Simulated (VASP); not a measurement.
# TiSn2Te3 (P4mm) in VASP: notebook, part 3 of 3

VASP 6.6.1. Earlier steps stand in the parts before.

### Step 4. Relaxation of cell and atoms, PBE

INCAR

```
SYSTEM = TiSn2Te3
PREC = Accurate ; ENCUT = 600
EDIFF = 1E-6 ; ISMEAR = 0
SIGMA = 0.1 ; LREAL = .FALSE.
LASPH = .TRUE. ; NELM = 100
ALGO = Normal ; ISIF = 3
LWAVE = .FALSE. ; LCHARG = .FALSE.
GGA = PE ; IBRION = 2
NSW = 90 ; EDIFFG = -0.04
```

KPOINTS

```
Automatic mesh
0
G
  4 4 4
  0 0 0
```

POSCAR

```
TiSn2Te3
1.0
    5.4148402019      0.0000000000      0.0000000000
    0.0000000000      5.4148402019      0.0000000000
    0.0000000000      0.0000000000      7.2707396982
Ti Sn Te
1 2 3
Direct
    0.5000000000      0.5000000000      0.5218389813
    0.5000000000      0.0000000000      0.9289951274
    0.0000000000      0.5000000000      0.9289951274
    0.5000000000      0.5000000000      0.1562305329
    0.5000000000      0.0000000000      0.5319502605
    0.0000000000      0.5000000000      0.5319502605
```

Potentials or basis: VASP PAW PBE potentials, release 64 (Ti_sv, Sn_d, Te).

Run with:

```sh
$ cat potpaw_PBE.64/Ti_sv/POTCAR potpaw_PBE.64/Sn_d/POTCAR potpaw_PBE.64/Te/POTCAR > POTCAR
$ mpirun -np 1 vasp_std > vasp.out
```

OUTCAR:

```text
SYSTEM = TiSn2Te3
   PREC = Accurate
   ENCUT = 600
   EDIFF = 1E-6
   ISMEAR = 0
   LREAL = .FALSE.
   LASPH = .TRUE.
   NELM = 100
   ISIF = 3
   GGA = PE
   IBRION = 2
   NSW = 90
   EDIFFG = -0.04

 ion  position               nearest neighbor table
   1  0.500  0.500  0.522-   4 2.66   5 2.71   6 2.71   5 2.71   6 2.71
   2  0.500  0.000  0.929-   5 2.89   4 3.17   4 3.17
   3  0.000  0.500  0.929-   6 2.89   4 3.17   4 3.17
   4  0.500  0.500  0.156-   1 2.66   2 3.17   3 3.17   2 3.17   3 3.17
   5  0.500  0.000  0.532-   1 2.71   1 2.71   2 2.89
   6  0.000  0.500  0.532-   1 2.71   1 2.71   3 2.89

  LATTYP: Found a simple tetragonal cell.
 ALAT       =     5.4148402019
 C/A-ratio  =     1.3427431701

  Lattice vectors:

 A1 = (   5.4148402019,   0.0000000000,   0.0000000000)
 A2 = (   0.0000000000,   5.4148402019,   0.0000000000)
 A3 = (   0.0000000000,   0.0000000000,   7.2707396982)

Analysis of symmetry for initial positions (statically):
=====================================================================
 Subroutine PRICEL returns:
 Original cell was already a primitive cell.

 Routine SETGRP: Setting up the symmetry group for a
 simple tetragonal supercell.

 Subroutine GETGRP returns: Found  8 space group operations
 (whereof  8 operations were pure point group operations)
 out of a pool of 16 trial point group operations.

The static configuration has the point symmetry C_4v.

Analysis of symmetry for dynamics (positions and initial velocities):
=====================================================================
 Subroutine PRICEL returns:
 Original cell was already a primitive cell.

 Routine SETGRP: Setting up the symmetry group for a
 simple tetragonal supercell.

 Subroutine GETGRP returns: Found  8 space group operations
 (whereof  8 operations were pure point group operations)
 out of a pool of 16 trial point group operations.

The dynamic configuration has the point symmetry C_4v.

 Subroutine INISYM returns: Found  8 space group operations
 (whereof  8 operations are pure point group operations),
 and found     1 'primitive' translations

----------------------------------------------------------------------------------------

                                     Primitive cell

  volume of cell :     213.1817

  direct lattice vectors                    reciprocal lattice vectors
     5.414840202  0.000000000  0.000000000     0.184677657  0.000000000  0.000000000
     0.000000000  5.414840202  0.000000000     0.000000000  0.184677657  0.000000000
     0.000000000  0.000000000  7.270739698     0.000000000  0.000000000  0.137537588

  length of vectors
     5.414840202  5.414840202  7.270739698     0.184677657  0.184677657  0.137537588

  position of ions in fractional coordinates (direct lattice)
     0.500000000  0.500000000  0.521838981
     0.500000000  0.000000000  0.928995127
     0.000000000  0.500000000  0.928995127
     0.500000000  0.500000000  0.156230533
     0.500000000  0.000000000  0.531950260
     0.000000000  0.500000000  0.531950260

  ion indices of the primitive-cell ions
   primitive index   ion index
                 1           1
                 2           2
                 3           3
                 4           4
                 5           5
                 6           6

----------------------------------------------------------------------------------------

 KPOINTS: Automatic mesh

Automatic generation of k-mesh.
 Grid dimensions read from file:
 generate k-points for:    4    4    4

 Generating k-lattice:

  Cartesian coordinates                     Fractional coordinates (reciprocal lattice)
     0.046169414  0.000000000  0.000000000     0.250000000  0.000000000  0.000000000
     0.000000000  0.046169414  0.000000000     0.000000000  0.250000000  0.000000000
     0.000000000  0.000000000  0.034384397     0.000000000  0.000000000  0.250000000

  Length of vectors
     0.046169414  0.046169414  0.034384397

  Shift w.r.t. Gamma in fractional coordinates (k-lattice)
     0.000000000  0.000000000  0.000000000

 Subroutine IBZKPT returns following result:
 ===========================================

 Found     18 irreducible k-points:

 Following reciprocal coordinates:
            Coordinates               Weight
  0.000000  0.000000  0.000000      1.000000
  0.250000  0.000000  0.000000      4.000000
  0.500000  0.000000  0.000000      2.000000
  0.250000  0.250000  0.000000      4.000000
  0.500000  0.250000  0.000000      4.000000
  0.500000  0.500000  0.000000      1.000000
[... 10 lines left out ...]
  0.500000  0.250000  0.500000      4.000000
  0.500000  0.500000  0.500000      1.000000
   k-points           NKPTS =     18   k-points in BZ     NKDIM =     18   number of bands    NBANDS=     34
   number of dos      NEDOS =    301   number of ions     NIONS =      6
   total plane-waves  NPLWV = 138240
   dimension x,y,z NGX =    48 NGY =   48 NGZ =   60
   dimension x,y,z NGXF=    96 NGYF=   96 NGZF=  120
   ions per type =               1   2   3
   NGX,Y,Z   is equivalent  to a cutoff of  14.74, 14.74, 13.72 a.u.
   NGXF,Y,Z  is equivalent  to a cutoff of  29.47, 29.47, 27.44 a.u.
 SYSTEM =  TiSn2Te3
   PREC   = accura    normal or accurate (medium, high low for compatibility)
   ISTART =      0    job   : 0-new  1-cont  2-samecut
   ICHARG =      2    charge: 1-file 2-atom 10-const
   ISPIN  =      1    spin polarized calculation?
   LNONCOLLINEAR =      F non collinear calculations
   LSORBIT =      F    spin-orbit coupling
   LASPH  =      T    aspherical Exc in radial PAW
   ENCUT  =  600.0 eV  44.10 Ry    6.64 a.u.  10.81 10.81 14.52*2*pi/ulx,y,z
   NELM   =    100;   NELMIN=  2; NELMDL= -5     # of ELM steps
   EDIFF  = 0.1E-05   stopping-criterion for ELM
   LREAL  =      F    real-space projection
   EDIFFG = -.4E-01   stopping-criterion for IOM
   NSW    =     90    number of steps for IOM
   IBRION =      2    ionic relax: 0-MD 1-quasi-New 2-CG
   NFREE  =      1    steps in history (QN), initial steepest desc. (CG)
   ISIF   =      3    stress and relaxation
   ISYM   =      2    0-nonsym 1-usesym 2-fastsym
   POTIM  = 0.5000    time-step for ionic-motion
   TEBEG  =    0.0;   TEEND  =   0.0 temperature during run
   PSTRESS=    0.0 pullay stress
   NELECT =      58.0000    total number of electrons
   NUPDOWN=      -1.0000    fix difference up-down
   EMIN   =  10.00;   EMAX   =-10.00  energy-range for DOS
   EFERMI =   0.00;   METHOD = LEGACY
   ISMEAR =     0;   SIGMA  =   0.10  broadening in eV -4-tet -1-fermi 0-gaus
   EFERMI_NEDOS =   21; number of points for ismear=-14 and -15
   IALGO  =     38    algorithm
   IMIX   =      4    mixing-type and parameters
     AMIX     =   0.40;   BMIX     =  1.00
     AMIX_MAG =   1.60;   BMIX_MAG =  1.00
  volume/ion in A,a.u.               =      35.53       239.77
  Fermi-wavevector in a.u.,A,eV,Ry     =   1.060802  2.004625 15.310639  1.125300
  Thomas-Fermi vector in A             =   2.196195
   LORBIT       =      0    0 simple, 1 ext, 2 COOP (PROOUT), +10 PAW based schemes
   GGA     = PE    functional components
   LHFCALC =     F    Hartree Fock is set to
   AEXX    =    0.0000 exact exchange contribution
   IVDW    =     0    specifies the selected vdW correction
   LEPSILON=     F    determine dielectric tensor
   LRPA    =     F    only Hartree local field effects (RPA)
 conjugate gradient relaxation of ions
 non-spin polarized calculation
 Gauss-broadening in eV      SIGMA  =   0.10
  energy-cutoff  :      600.00
  volume of cell :      213.18
 maximum number of plane-waves:      7137
 NGX is ok and might be reduce to    48
   NGX = 21   NGY = 21   NGZ = 29

--------------------------------------- Ionic step        1  -------------------------------------------

 number of electron      58.0000009 magnetization

 Free energy of the ion-electron system (eV)
  ---------------------------------------------------
  ext. energy  EPLUGINS =         0.00000000
  ---------------------------------------------------
  free energy    TOTEN  =       -25.18970289 eV

  energy without entropy =      -25.17554459  energy(sigma->0) =      -25.18262374

------------------------ aborting loop because EDIFF is reached ----------------------------------------

  FORCE on cell =-STRESS in cart. coord.  units (eV):
  Direction    XX          YY          ZZ          XY          YZ          ZX
  --------------------------------------------------------------------------------------
  -------------------------------------------------------------------------------------
  Total        0.5480275      0.5480275      1.3027905      0.0000000      0.0000000      0.0000000
  in kB        4.1187270      4.1187270      9.7911853      0.0000000      0.0000000      0.0000000
  external PRESSURE =       6.0095464 kB  Pullay stress =       0.0000000 kB
[... 225 lines left out ...]
  energy  without entropy=      -25.1914870798  energy(sigma->0) =      -25.19882312

--------------------------------------- Ionic step        7  -------------------------------------------

 number of electron      58.0000014 magnetization

 Free energy of the ion-electron system (eV)
  ---------------------------------------------------
  ext. energy  EPLUGINS =         0.00000000
  ---------------------------------------------------
  free energy    TOTEN  =       -25.20736651 eV

  energy without entropy =      -25.19255108  energy(sigma->0) =      -25.19995880

 E-fermi :   4.6358     XC(G=0):  -8.4954

 val. band max:        4.6106331881   @ k =   0.0000   0.0000   0.5000
 cond. band min:       4.6817290091   @ k =   0.5000   0.2500   0.2500
 fundamental gap:      0.0710958210
 Fermi energy:         4.6358480333

 k-point     1 :       0.0000    0.0000    0.0000
  band No.  band energies     occupation
      1     -52.8475      2.00000
      2     -29.1383      2.00000
      3     -29.1383      2.00000
      4     -29.1165      2.00000
      5     -17.0920      2.00000
      6     -17.0847      2.00000
[... 688 lines left out ...]
  FREE ENERGIE OF THE ION-ELECTRON SYSTEM (eV)
  ---------------------------------------------------
  free  energy   TOTEN  =       -25.2073665142 eV

  energy  without entropy=      -25.1925510769  energy(sigma->0) =      -25.19995880

 reached required accuracy - stopping structural energy minimisation
```

It took 12 min on 1 thread of Intel Xeon Platinum 8259CL at 2.50GHz (Skylake/Cascade Lake), shared host; peak memory 0.5 GiB.

What came out:

| Quantity | Value |
| --- | --- |
| Free energy | -25.2074 eV |
| Relaxed volume | 36.27 Å³/atom |
| Relaxed cell | a = 5.427 Å, b = 5.427 Å, c = 7.389 Å, α = 90.00°, β = 90.00°, γ = 90.00° |
| Space group after relaxing (to 0.1 Å) | P4mm (No. 99) |
| Energy gained by relaxing | 2.9 meV/atom |
| Ionic steps | 7 |
| Pressure after relaxing | 0.0 GPa |
| Largest force after relaxing | 0.033 eV/Å |
| Band gap on the k mesh | zero (bands 29 and 30 overlap by 0.71 eV) |

Forces in eV/Å, atoms in the order of the input:
```
Ti   0.000  0.000  0.012
Sn   0.000  0.000 -0.030
Sn   0.000  0.000 -0.030
Te   0.000  0.000 -0.018
Te   0.000  0.000  0.033
Te   0.000  0.000  0.033
```

Step by step:
```
step  energy change (eV)  largest force (eV/Å)  pressure (GPa)  volume (Å³)
   1              0.0000                0.1529            0.60       213.18
   2             -0.0092                0.2272           -0.18       217.32
   3             -0.0094                0.2149           -0.08       216.75
   4             -0.0122                0.1625           -0.05       216.80
   5             -0.0164                0.0708            0.04       216.97
   6             -0.0165                0.0698            0.05       216.99
   7             -0.0177                0.0331           -0.01       217.60
```

Final structure:
```cif
data_structure
_symmetry_space_group_name_H-M 'P 1'
_symmetry_Int_Tables_number 1
_cell_length_a 5.4267
_cell_length_b 5.4267
_cell_length_c 7.3891
_cell_angle_alpha 90.000
_cell_angle_beta 90.000
_cell_angle_gamma 90.000
_cell_volume 217.60
loop_
_atom_site_label
_atom_site_type_symbol
_atom_site_fract_x
_atom_site_fract_y
_atom_site_fract_z
_atom_site_occupancy
Ti1 Ti 0.50000 0.50000 0.51390 1
Sn1 Sn 0.50000 0.00000 0.93112 1
Sn2 Sn 0.00000 0.50000 0.93112 1
Te1 Te 0.50000 0.50000 0.15424 1
Te2 Te 0.50000 0.00000 0.53479 1
Te3 Te 0.00000 0.50000 0.53479 1
```

Caveat: spin-orbit coupling is left out, which moves the levels of the heavy elements.

### Step 5. The runs side by side

```csv
task,cell,k mesh,cutoff (eV),gap on the mesh (eV),pressure (GPa),relaxed volume (Å³/atom),largest force (eV/Å)
single point,"a = 5.415, b = 5.415, c = 7.271 Å, 6 atoms, atomic positions A",4 × 4 × 2,520,none,0.3,-,0.03
relaxation of cell and atoms,"relaxed from a = 4.529, b = 4.529, c = 8.981 Å, 6 atoms, atomic positions B",4 × 4 × 2,600,none,0.0,35.81,0.02
relaxation of cell and atoms,"relaxed from a = 5.415, b = 5.415, c = 7.271 Å, 6 atoms, atomic positions A",4 × 4 × 4,600,none,0.0,36.27,0.03
```

Alike in all rows: level PBE; potentials or basis VASP PAW PBE potentials, release 64 (Ti_sv, Sn_d, Te); no spin polarisation; smearing gaussian 0.1 eV.

Caveats: some runs use coarse meshes; spin-orbit coupling is left out, which moves the levels of the heavy elements; the volume moved by over 15 % at a fixed basis, so the end points are rough (at least some runs).

Absolute energies hang on the potentials; compare differences alone.
